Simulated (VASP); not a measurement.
# TiN (Fm-3m) in VASP: notebook, part 2 of 2

VASP 6.6.1.

### 6 Single point, PBEsol, collinear spin, ferromagnetic start

This run uses another cell than the first one, of 9.29 Å³/atom, 0.962 times its volume.

The input, INCAR:

```
PREC = Accurate
ENCUT = 520
EDIFF = 1E-6
ISMEAR = 0
SIGMA = 0.15
LREAL = False
LASPH = True
NELM = 150
ALGO = Normal
ISIF = 2
LWAVE = False
LCHARG = False
ISPIN = 2
MAGMOM = 0.5 0
LORBIT = 11
NUPDOWN = 0.5
LMAXMIX = 4
GGA = PS
NBANDS = 20
```

The input, KPOINTS:

```
regular mesh
0
Gamma
  20 20 20
```

The input, POSCAR:

```
TiN
1.0
    0.0000000000      2.1019496216      2.1019496216
    2.1019496216      0.0000000000      2.1019496216
    2.1019496216      2.1019496216      0.0000000000
Ti N
1 1
Direct
    0.0000000000      0.0000000000      0.0000000000
    0.5000000000      0.5000000000      0.5000000000
```

Potentials or basis: VASP PAW PBE potentials, release 64 (Ti_sv, N).

Started as:

```console
$ cat potpaw_PBE.64/Ti_sv/POTCAR potpaw_PBE.64/N/POTCAR > POTCAR
$ mpirun -np 1 vasp_std > vasp.out
```

OUTCAR:

```text
PREC = Accurate
   ENCUT = 520
   EDIFF = 1E-6
   ISMEAR = 0
   LREAL = False
   LASPH = True
   NELM = 150
   ISIF = 2
   ISPIN = 2
   LORBIT = 11
   NUPDOWN = 0.5
   GGA = PS

 ion  position               nearest neighbor table
   1  0.000  0.000  0.000-   2 2.10   2 2.10   2 2.10   2 2.10   2 2.10   2 2.10
   2  0.500  0.500  0.500-   1 2.10   1 2.10   1 2.10   1 2.10   1 2.10   1 2.10

  LATTYP: Found a face centered cubic cell.
 ALAT       =     4.2038992432

  Lattice vectors:

 A1 = (   0.0000000000,   2.1019496216,   2.1019496216)
 A2 = (   2.1019496216,   0.0000000000,   2.1019496216)
 A3 = (   2.1019496216,   2.1019496216,   0.0000000000)

Analysis of symmetry for initial positions (statically):
=====================================================================
 Subroutine PRICEL returns:
 Original cell was already a primitive cell.

 Routine SETGRP: Setting up the symmetry group for a
 face centered cubic supercell.

 Subroutine GETGRP returns: Found 48 space group operations
 (whereof 48 operations were pure point group operations)
 out of a pool of 48 trial point group operations.

The static configuration has the point symmetry O_h .

Analysis of symmetry for dynamics (positions and initial velocities):
=====================================================================
 Subroutine PRICEL returns:
 Original cell was already a primitive cell.

 Routine SETGRP: Setting up the symmetry group for a
 face centered cubic supercell.

 Subroutine GETGRP returns: Found 48 space group operations
 (whereof 48 operations were pure point group operations)
 out of a pool of 48 trial point group operations.

The dynamic configuration has the point symmetry O_h .

Analysis of structural, dynamic, and magnetic symmetry:
=====================================================================
 Subroutine PRICEL returns:
 Original cell was already a primitive cell.

 Routine SETGRP: Setting up the symmetry group for a
 face centered cubic supercell.

[... 141 lines left out ...]
   NGX = 11   NGY = 11   NGZ = 11

 number of electron      16.9999998 magnetization       0.5000000

 Free energy of the ion-electron system (eV)
  ---------------------------------------------------
  ext. energy  EPLUGINS =         0.00000000
  ---------------------------------------------------
  free energy    TOTEN  =       -20.67492141 eV

  energy without entropy =      -20.66672605  energy(sigma->0) =      -20.67082373

 E-fermi :  11.1466     XC(G=0): -13.3639

 val. band max:       12.0557450530   @ k =  -0.2500   0.1500   0.0000
 cond. band min:      11.1514070246   @ k =   0.4000   0.2000   0.0000
 fundamental gap:     -0.9043380284
 Fermi energy:        12.0581690146

 spin component 1

 k-point     1 :       0.0000    0.0000    0.0000
  band No.  band energies     occupation
      1     -46.0259      1.00000
      2     -22.0884      1.00000
      3     -22.0884      1.00000
      4     -22.0884      1.00000
      5      -5.5831      1.00000
      6       9.5921      1.00000
[... 541 lines left out ...]
     19      35.5352      0.00000
     20      37.4264      0.00000

 [... further k-points ...]

 spin component 2

 k-point     1 :       0.0000    0.0000    0.0000
  band No.  band energies     occupation
      1     -45.6602      1.00000
      2     -21.7207      1.00000
      3     -21.7207      1.00000
      4     -21.7207      1.00000
      5      -5.4618      1.00000
      6       9.6702      1.00000
[... 541 lines left out ...]
     19      35.7727      0.00000
     20      37.6613      0.00000

 [... further k-points ...]
[... 5 lines left out ...]
  --------------------------------------------------------------------------------------
  -------------------------------------------------------------------------------------
  Total        0.2895637      0.2895637      0.2895637      0.0000000     -0.0000000      0.0000000
  in kB       24.9780070     24.9780070     24.9780070      0.0000000     -0.0000000      0.0000000
  external PRESSURE =      24.9780070 kB  Pullay stress =       0.0000000 kB

 VOLUME and BASIS-vectors are now :
 -----------------------------------------------------------------------------
  energy-cutoff  :      520.00
  volume of cell :       18.57
      direct lattice vectors                 reciprocal lattice vectors
     0.000000000  2.101949622  2.101949622    -0.237874398  0.237874398  0.237874398
     2.101949622  0.000000000  2.101949622     0.237874398 -0.237874398  0.237874398
     2.101949622  2.101949622  0.000000000     0.237874398  0.237874398 -0.237874398

 POSITION                                       TOTAL-FORCE (eV/Angst)
 -----------------------------------------------------------------------------------
      0.00000      0.00000      0.00000         0.000000      0.000000      0.000000
      2.10195      2.10195      2.10195        -0.000000     -0.000000     -0.000000
 -----------------------------------------------------------------------------------
    total drift:                                0.000000     -0.000000     -0.000000

  FREE ENERGIE OF THE ION-ELECTRON SYSTEM (eV)
  ---------------------------------------------------
  free  energy   TOTEN  =       -20.6749214065 eV

  energy  without entropy=      -20.6667260479  energy(sigma->0) =      -20.67082373

 total charge

# of ion       s       p       d       tot
------------------------------------------
    1        2.191   6.247   2.014  10.453
    2        1.242   2.511   0.000   3.753
--------------------------------------------------
tot          3.433   8.758   2.014  14.205

 magnetization (x)

# of ion       s       p       d       tot
------------------------------------------
    1        0.003   0.003   0.376   0.382
    2       -0.000   0.026   0.000   0.026
--------------------------------------------------
tot          0.003   0.029   0.376   0.408
```

stdout:

```text
POSCAR found type information on POSCAR TiN
 POSCAR found :  2 types and       2 ions
 scaLAPACK will be used
 -----------------------------------------------------------------------------
|                                                                             |
|                                                                             |
|     You enforced a specific xc type in the INCAR file but a different       |
|     I HOPE YOU KNOW WHAT YOU ARE DOING!                                     |
|                                                                             |
 -----------------------------------------------------------------------------

 LDA part: xc-table for (Slater+PW92), standard interpolation
 POSCAR, INCAR and KPOINTS ok, starting setup
 FFT: planning ... GRIDC
 FFT: planning ... GRID_SOFT
 FFT: planning ... GRID
 WAVECAR not read
 entering main loop
```

It took 1.9 min on 1 thread of Intel Xeon Platinum 8375C at 2.90GHz (Ice Lake), shared host; peak memory 0.26 GiB.

Results:

```
Free energy                                           : -20.6749 eV
Pressure                                              : 2.5 GPa
Net moment                                            : 0.50 μB per cell
Site moments                                          : Ti +0.38; N +0.03 μB
Valence electrons inside the program's atomic spheres : Ti 10.45; N 3.75
```

Caveat: the PAW data sets were made with another functional, which shifts forces and pressure a little; the total moment is fixed, so each spin has its own Fermi level.

### 7 Summary

| fixed moment (μB) | cell | pressure (GPa) | moment (μB) |
| --- | --- | --- | --- |
| 0.25 | a = 3.012 Å, angles 60.0°, 2 atoms | -9.8 | 0.25 |
| 0.375 | a = 2.932 Å, angles 60.0°, 2 atoms | 15.1 | 0.38 |
| 0.125 | a = 2.932 Å, angles 60.0°, 2 atoms | 14.0 | 0.12 |
| 0.875 | a = 2.932 Å, angles 60.0°, 2 atoms | 20.7 | 0.88 |
| 0.5 | a = 2.973 Å, angles 60.0°, 2 atoms | 2.5 | 0.50 |

Alike in all rows: task single point; level PBEsol; potentials or basis VASP PAW PBE potentials, release 64 (Ti_sv, N); spin collinear, ferromagnetic start; k mesh 20 × 20 × 20; cutoff (eV) 520; smearing gaussian 0.15 eV.

Caveats: the PAW data sets were made with another functional, which shifts forces and pressure a little; the total moment is fixed, so each spin has its own Fermi level.

Absolute energies hang on the potentials; compare differences alone.
